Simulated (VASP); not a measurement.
The system is Fe.

```xyz
1
Lattice="2.2253 0.0000 0.0000 0.0000 2.2253 0.0000 0.0000 0.0000 2.2253" Properties=species:S:1:pos:R:3 pbc="T T T"
Fe    0.0000    0.0000    0.0000
```

This cell differs from its parent crystal: volume scaled by 0.92.

Base run:

| Item | Value |
| --- | --- |
| Program | VASP 6.6.1 |
| Functional | RPBE |
| Potentials or basis | VASP PAW PBE potentials, release 64 (Fe_sv) |
| Cutoff | 600 eV |
| k mesh | 15 × 15 × 15 |
| Occupations | fermi-dirac, width 0.1 eV |
| Spin | no spin polarisation |

Its results: band gap on the k mesh zero (band 8 reaches 15.22 eV, above the bottom of band 9 at 12.28 eV); pressure 15.3 GPa.

**Question.** The run is repeated on the same cell with these changes: potentials or basis from VASP PAW PBE potentials, release 64 (Fe_sv) to VASP PAW PBE potentials, release 64 (Fe); cutoff from 600 eV to 520 eV; further incar settings from ALGO = Normal; EDIFF = 1e-06; NBANDS = 14 to ALGO = Normal; EDIFF = 1e-06; NBANDS = 10; valence electrons from 16 to 8. What comes out?

**Answer.** Band gap on the k mesh zero (band 4 reaches 8.73 eV, above the bottom of band 5 at 5.82 eV); pressure 17.9 GPa.

Caveats: the PAW data sets were made with another functional, which shifts forces and pressure a little; the run has no spin polarisation, though such a crystal can be magnetic.
